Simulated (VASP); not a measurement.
A run of VASP 6.6.1:

File POSCAR:

```
K
1.0
   -2.6693153315      2.6693153315      2.6693153315
    2.6693153315     -2.6693153315      2.6693153315
    2.6693153315      2.6693153315     -2.6693153315
K
1
Direct
    0.0000000000      0.0000000000      0.0000000000
```

The input INCAR.step1:

```
ALGO     = Normal         # electronic algorithm
EDIFF    = 1E-4           # SCF threshold, eV
ENCUT    = 520            # plane-wave cutoff, eV
GGA      = PE             # functional
ISMEAR   = 0              # smearing method
LASPH    = True           # aspherical terms in the spheres
LCHARG   = False          # write CHGCAR
LREAL    = False          # projectors in reciprocal space
LWAVE    = True           # write WAVECAR
NBANDS   = 10             # bands
NELM     = 60             # most SCF steps
PREC     = Accurate       # precision mode
SIGMA    = 0.1            # smearing width, eV
```

The input INCAR.step2:

```
ALGO     = Normal         # electronic algorithm
EDIFF    = 1E-6           # SCF threshold, eV
ENCUT    = 520            # plane-wave cutoff, eV
ISIF     = 2              # what is computed and relaxed
ISMEAR   = 0              # smearing method
ISTART   = 1            
LASPH    = True           # aspherical terms in the spheres
LCHARG   = False          # write CHGCAR
LMIXTAU  = True         
LREAL    = False          # projectors in reciprocal space
LWAVE    = False          # write WAVECAR
METAGGA  = R2SCAN         # meta-GGA
NBANDS   = 10             # bands
NELM     = 60             # most SCF steps
PREC     = Accurate       # precision mode
SIGMA    = 0.1            # smearing width, eV
```

Contents of KPOINTS:

```
k-points
0
Gamma
  12 12 12
```

Potentials or basis: VASP PAW PBE potentials, release 64 (K_sv).

Command:

```console
$ cat potpaw_PBE.64/K_sv/POTCAR > POTCAR
$ cp INCAR.step1 INCAR
$ mpirun -np 1 vasp_std > vasp.out
$ cp INCAR.step2 INCAR
$ mpirun -np 1 vasp_std > vasp.out
```

Hardware: 1 thread of Intel(R) Xeon(R) 6975P-C (Granite Rapids), with other jobs on the host.

Estimate the wall time of this run.

Run time: 66 s on 1 thread of Intel(R) Xeon(R) 6975P-C (Granite Rapids), with other jobs on the host, peak memory 0.23 GiB. Counts: k points 72.
